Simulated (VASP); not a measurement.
The system is Al2Ga3P5.

```
Al Ga P
1.0
     0.06259   -3.81052    0.01492
     4.00984   -0.06259   -0.01179
    -2.07790    1.88383   13.76394
Al Ga P
2 3 5
Direct
  0.80276 0.78900 0.59874
  0.19705 0.17763 0.40300
  0.58711 0.59583 0.19485
  0.99485 0.99554 0.00141
  0.40361 0.42754 0.80376
  0.94479 0.43682 0.89511
  0.35641 0.84055 0.70422
  0.73510 0.26379 0.49870
  0.16091 0.67179 0.29452
  0.56739 0.05151 0.10569
```

| Quantity | Value |
| --- | --- |
| Program | VASP 6.6.1 |
| Task | relaxation of cell and atoms |
| Functional | PBE |
| Potentials or basis | VASP PAW PBE potentials, release 64 (Al, Ga_d, P) |
| Cutoff | 500 eV |
| k mesh | 4 × 4 × 4 |
| Occupations | gaussian, width 0.1 eV |
| Spin | no spin polarisation |

At the start: pressure 0.5 GPa; volume 21.03 Å³/atom.

Task: How do energy, volume and symmetry change on relaxing?

Result: Over 12 steps the energy falls by 73.8 meV/atom and the volume is 20.89 Å³/atom (-0.7 %); space group P1 (No. 1, to 0.1 Å) before, I-4m2 (No. 119, to 0.1 Å).

Step by step:
```
step  energy change (eV)  largest force (eV/Å)  pressure (GPa)  volume (Å³)
   1              0.0000                1.8203            0.53       210.27
   2             -0.6197                0.7491           -1.09       212.24
   3             -0.6295                0.6768           -1.18       212.49
   4             -0.7204                0.2803            0.38       207.99
   5             -0.7222                0.2353            0.16       208.54
   6             -0.7314                0.1066           -0.09       209.16
   7             -0.7314                0.1118           -0.11       209.21
   8             -0.7343                0.0670            0.00       208.93
   9             -0.7347                0.0834            0.06       208.77
  10             -0.7364                0.0636            0.02       208.89
  11             -0.7374                0.0441           -0.04       209.06
  12             -0.7382                0.0219            0.03       208.87
```

Final structure:
```
Al Ga P
1.0
    -0.00390   -3.91176    0.00069
     3.91230    0.00183   -0.00077
    -1.95607    1.95504   13.64791
Al Ga P
2 3 5
Direct
  0.80023 0.80073 0.59994
  0.19721 0.19971 0.40006
  0.60045 0.59957 0.20010
  0.00192 0.99767 0.99994
  0.40047 0.40244 0.80008
  0.95069 0.44832 0.90004
  0.35016 0.85201 0.69940
  0.74746 0.25038 0.49991
  0.14998 0.64990 0.30068
  0.55143 0.04926 0.09986
```
